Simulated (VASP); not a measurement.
# FeSi (P2_13) in VASP: a series of runs, part 2 of 2

VASP 6.6.1.

## (4) Relaxation of the atoms, PBE (11.66 Å³/atom)

File INCAR:

```
SYSTEM = FeSi
PREC = Accurate ; ENCUT = 520
EDIFF = 1E-6 ; ISMEAR = 0
SIGMA = 0.01 ; LREAL = .False.
LASPH = .True. ; NELM = 80
ALGO = Normal ; ISIF = 2
LWAVE = .False. ; LCHARG = .False.
GGA = PE ; IBRION = 2
NSW = 50 ; EDIFFG = -0.01
```

File KPOINTS:

```
regular mesh
0
Gamma
  8 8 8
  0 0 0
```

File POSCAR:

```
FeSi
1.0
    4.5349880800      0.0000000000      0.0000000000
    0.0000000000      4.5349880800      0.0000000000
    0.0000000000      0.0000000000      4.5349880800
Fe Si
4 4
Direct
    0.1345373320      0.1345373320      0.1345373320
    0.3654626680      0.8654626680      0.6345373320
    0.6345373320      0.3654626680      0.8654626680
    0.8654626680      0.6345373320      0.3654626680
    0.8400623417      0.8400623417      0.8400623417
    0.6599376583      0.1599376583      0.3400623417
    0.3400623417      0.6599376583      0.1599376583
    0.1599376583      0.3400623417      0.6599376583
```

Potentials or basis: VASP PAW PBE potentials, release 64 (Fe, Si).

On the command line:

```sh
> cat potpaw_PBE.64/Fe/POTCAR potpaw_PBE.64/Si/POTCAR > POTCAR
> mpirun -np 1 vasp_std > vasp.out
```

OUTCAR:

```text
SYSTEM = FeSi
   PREC = Accurate
   ENCUT = 520
   EDIFF = 1E-6
   ISMEAR = 0
   LREAL = .False.
   LASPH = .True.
   NELM = 80
   ISIF = 2
   GGA = PE
   IBRION = 2
   NSW = 50
   EDIFFG = -0.01

 ion  position               nearest neighbor table
   1  0.135  0.135  0.135-   5 2.31   6 2.35   7 2.35   8 2.35   7 2.56   8 2.56   6 2.56   2 2.78
                             4 2.78   2 2.78   4 2.78   3 2.78   3 2.78
   2  0.365  0.865  0.635-   6 2.31   5 2.35   7 2.35   8 2.35   7 2.56   8 2.56   5 2.56   1 2.78
                             3 2.78   1 2.78   3 2.78   4 2.78   4 2.78
   3  0.635  0.365  0.865-   7 2.31   6 2.35   5 2.35   8 2.35   8 2.56   6 2.56   5 2.56   4 2.78
                             2 2.78   2 2.78   4 2.78   1 2.78   1 2.78
   4  0.865  0.635  0.365-   8 2.31   6 2.35   7 2.35   5 2.35   6 2.56   5 2.56   7 2.56   3 2.78
                             1 2.78   1 2.78   3 2.78   2 2.78   2 2.78
   5  0.840  0.840  0.840-   1 2.31   2 2.35   3 2.35   4 2.35   3 2.56   4 2.56   2 2.56   8 2.81
[... 344 lines left out ...]

 val. band max:        8.9767124245   @ k =  -0.1250   0.2500   0.0000
 cond. band min:       9.1405158846   @ k =   0.2500   0.2500   0.0000
 fundamental gap:      0.1638034601
 Fermi energy:         9.0670094155

 k-point     1 :       0.0000    0.0000    0.0000
  band No.  band energies     occupation
      1      -3.7935      2.00000
      2       1.3605      2.00000
      3       1.3605      2.00000
      4       1.3605      2.00000
      5       4.1747      2.00000
      6       4.1747      2.00000
[... 757 lines left out ...]
     28      10.9219      0.00000
     29      11.2134      0.00000

 [... further k-points ...]

------------------------ aborting loop because EDIFF is reached ----------------------------------------

  FORCE on cell =-STRESS in cart. coord.  units (eV):
  Direction    XX          YY          ZZ          XY          YZ          ZX
  --------------------------------------------------------------------------------------
  -------------------------------------------------------------------------------------
  Total       -6.4271644     -6.4271644     -6.4271644     -0.0000000     -0.0000000      0.0000000
  in kB     -110.4082532   -110.4082532   -110.4082532     -0.0000000     -0.0000000      0.0000000
  external PRESSURE =    -110.4082532 kB  Pullay stress =       0.0000000 kB
[... 23 lines left out ...]
  FREE ENERGIE OF THE ION-ELECTRON SYSTEM (eV)
  ---------------------------------------------------
  free  energy   TOTEN  =       -58.5926927203 eV

  energy  without entropy=      -58.5926927203  energy(sigma->0) =      -58.59269272

 reached required accuracy - stopping structural energy minimisation
```

CONTCAR:

```text
FeSi
   1.00000000000000
     4.5349880799999998    0.0000000000000000    0.0000000000000000
     0.0000000000000000    4.5349880799999998    0.0000000000000000
     0.0000000000000000    0.0000000000000000    4.5349880799999998
  Fe              Si
     4     4
Direct
     0.1333433503485897    0.1333433503485897    0.1333433503485897
     0.3666566496514104    0.8666566496514104    0.6333433503485896
     0.6333433503485896    0.3666566496514104    0.8666566496514104
     0.8666566496514104    0.6333433503485896    0.3666566496514104
     0.8393584763491228    0.8393584763491228    0.8393584763491228
     0.6606415236508772    0.1606415236508773    0.3393584763491227
     0.3393584763491227    0.6606415236508772    0.1606415236508773
     0.1606415236508773    0.3393584763491227    0.6606415236508772

  0.00000000E+00  0.00000000E+00  0.00000000E+00
  0.00000000E+00  0.00000000E+00  0.00000000E+00
  0.00000000E+00  0.00000000E+00  0.00000000E+00
  0.00000000E+00  0.00000000E+00  0.00000000E+00
  0.00000000E+00  0.00000000E+00  0.00000000E+00
  0.00000000E+00  0.00000000E+00  0.00000000E+00
  0.00000000E+00  0.00000000E+00  0.00000000E+00
  0.00000000E+00  0.00000000E+00  0.00000000E+00
```

It took 6.3 min on 1 thread of Oxide Virtual Turin-like, shared host; peak memory 0.23 GiB.

What came out:

- Free energy: -58.5927 eV
- Energy gained by relaxing: 0.3 meV/atom
- Ionic steps: 4
- Pressure after relaxing: -11.0 GPa
- Largest force after relaxing: 0.009 eV/Å
- Band gap on the k mesh: 0.16 eV (least direct gap 0.17 eV)

Forces in eV/Å, atoms in the order of the input:
```
Fe  -0.004 -0.004 -0.004
Fe   0.004  0.004 -0.004
Fe  -0.004  0.004  0.004
Fe   0.004 -0.004  0.004
Si   0.005  0.005  0.005
Si  -0.005 -0.005  0.005
Si   0.005 -0.005 -0.005
Si  -0.005  0.005 -0.005
```

Step by step:
| step | energy change (eV) | largest force (eV/Å) | pressure (GPa) |
| --- | --- | --- | --- |
| 1 | 0.0000 | 0.0870 | -11.35 |
| 2 | -0.0015 | 0.0505 | -11.16 |
| 3 | -0.0022 | 0.0118 | -11.00 |
| 4 | -0.0022 | 0.0092 | -11.04 |

Final structure:
```
Fe Si
1.0
     4.53499    0.00000    0.00000
     0.00000    4.53499    0.00000
     0.00000    0.00000    4.53499
Fe Si
4 4
Cartesian
  0.6047 0.6047 0.6047
  1.6628 3.9303 2.8722
  2.8722 1.6628 3.9303
  3.9303 2.8722 1.6628
  3.8065 3.8065 3.8065
  2.9960 0.7285 1.5390
  1.5390 2.9960 0.7285
  0.7285 1.5390 2.9960
```

A k mesh can miss the band edges. Spin polarisation is off, so any magnetic state and its effect on volume and gap are missing.

## (5) Summary

| task | cell | gap on the mesh (eV) | pressure (GPa) | largest force (eV/Å) |
| --- | --- | --- | --- | --- |
| single point | a = 4.535 Å, 8 atoms, atomic positions A | 0.16 | -10.8 | 0.03 |
| single point | a = 4.577 Å, 8 atoms, atomic positions B | 0.17 | -15.0 | 0.03 |
| relaxation of the atoms | atoms relaxed from a = 4.535 Å, 8 atoms, atomic positions C | 0.16 | -11.0 | 0.01 |

Alike in all rows: level PBE; potentials or basis VASP PAW PBE potentials, release 64 (Fe, Si); no spin polarisation; k mesh 8 × 8 × 8; cutoff (eV) 520; smearing gaussian 0.01 eV.

Caveats: the cell stands under tension (at least some runs).

Total energies depend on the potentials used, so only differences within one code and one set of settings carry meaning.
